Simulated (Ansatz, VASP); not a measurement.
Given: the input of a run of VASP 6.6.1 on AlNi.

Contents of INCAR:

```
PREC = Accurate
ENCUT = 520
EDIFF = 1E-6
ISMEAR = -1
SIGMA = 0.05
LREAL = False
LASPH = True
NELM = 150
ALGO = Normal
ISIF = 2
LWAVE = False
LCHARG = False
ISPIN = 2
MAGMOM = 1 0
LORBIT = 11
LMAXMIX = 4
GGA = PE
NBANDS = 18
```

KPOINTS

```
regular mesh
0
Gamma
  8 8 8
```

File POSCAR:

```
AlNi
1.0
    2.8810000000      0.0000000000      0.0000000000
    0.0000000000      2.8810000000      0.0000000000
    0.0000000000      0.0000000000      2.9386200000
Ni Al
1 1
Direct
    0.5000000000      0.5000000000      0.5000000000
    0.0000000000      0.0000000000      0.0000000000
```

Potentials or basis: VASP PAW PBE potentials, release 64 (Ni, Al).

Launch:

```sh
$ cat potpaw_PBE.64/Ni/POTCAR potpaw_PBE.64/Al/POTCAR > POTCAR
$ mpirun -np 1 vasp_std > vasp.out
```

Task: Translate it to Ansatz 0.2.0. Potentials there: Ansatz PAW.

Result: As run (the cutoff follows the program's own potentials):

input.yaml

```yaml
crystal:
  lattice:
    - [2.881, 0.0, 0.0]
    - [0.0, 2.881, 0.0]
    - [0.0, 0.0, 2.93862]
  atoms:
    - { symbol: Ni, position: [0.5, 0.5, 0.5], spin: 1.0 }
    - { symbol: Al, position: [0.0, 0.0, 0.0] }
hamiltonian:
  xc: pbe
  pseudopotentials: { kind: paw }
magnetization:
  spin_polarized: true
kpoints:
  mp_grid: { grid: [8, 8, 8] }
scf:
  occupations: { method: fermi_dirac, width: 0.05 }
output:
  forces: true
  stress: true
  eigenvalues: true
```

Potentials or basis: Ansatz PAW.

Launch:

```console
$ ansatz run input.yaml --threads 2 --pin off --max-ram 5632MiB --backend cpu --events-out ev --progress --plain --runs-dir out
```

Both were run:

|  | VASP | Ansatz | Ansatz less VASP |
| --- | --- | --- | --- |
| gap on the k mesh at the Fermi level (eV) | none | none | - |
| pressure (GPa) | -1.0 | -1.0 | -0.04 |
| traceless stress, the component that is largest in VASP (GPa) | -0.48 | -0.45 | +0.034 |
| net moment per atom (μB) | 0.00 | 0.00 | 0.000 |

A gap of «none» marks a metal or a gap that the smearing closes. The functional is the same, so the differences come from potentials, cutoffs and numerics. VASP's potentials hold 13 valence electrons a cell and Ansatz's 21, so a difference there can come from the potentials and not from the codes.
